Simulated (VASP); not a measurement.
## PbF2 (CdI2 type): single point with PBE

Crystal: PbF2 (CdI2 type).

```
Pb F
1.0
     3.98179    0.00000    0.00000
    -1.99089    3.44833    0.00000
     0.00000    0.00000    5.07683
Pb F
1 2
Direct
  0.00000 0.00000 0.00000
  0.33333 0.66667 0.19730
  0.66667 0.33333 0.80270
```

```
Program                : VASP 6.6.1
Task                   : single point
Functional             : PBE
Potentials or basis    : VASP PAW PBE potentials, release 64 (Pb_d, F)
Cutoff                 : 520 eV
k mesh                 : 14 × 14 × 8
Occupations            : fermi-dirac, width 0.05 eV
Spin                   : no spin polarisation
Dipole correction      : no
Further INCAR settings : ALGO = Normal; EDIFF = 1e-07; NBANDS = 21
```

```
Pressure               : -0.1 GPa
Largest force          : 0.006 eV/Å
Band gap on the k mesh : 3.05 eV (least direct gap 4.19 eV)
```

Forces on the atoms (eV/Å):
```
Pb   0.000  0.000  0.000
F    0.000  0.000  0.006
F    0.000  0.000 -0.006
```

Levels at points of the mesh, in eV from the valence-band top:
| k point | band 12 | band 13 | band 14 | band 15 | band 16 | band 17 |
| --- | --- | --- | --- | --- | --- | --- |
| (0.00, 0.00, 0.00) | -2.16 | -1.63 | -1.60 | 4.15 | 7.51 | 7.51 |
| (0.50, 0.00, 0.00) | -1.83 | -1.70 | -0.15 | 4.54 | 6.04 | 7.96 |
| (0.00, 0.00, 0.50) | -2.13 | -1.99 | -1.14 | 3.05 | 7.55 | 7.55 |
| (0.50, 0.00, 0.50) | -1.88 | -1.76 | -0.17 | 4.26 | 5.65 | 7.99 |

Wall time 80 s on 1 thread of Intel(R) Xeon(R) 6975P-C (Granite Rapids), with other jobs on the host, peak memory 0.34 GiB.

Caveat: spin-orbit coupling is left out, which moves the levels of the heavy elements. A k mesh can miss the band edges.
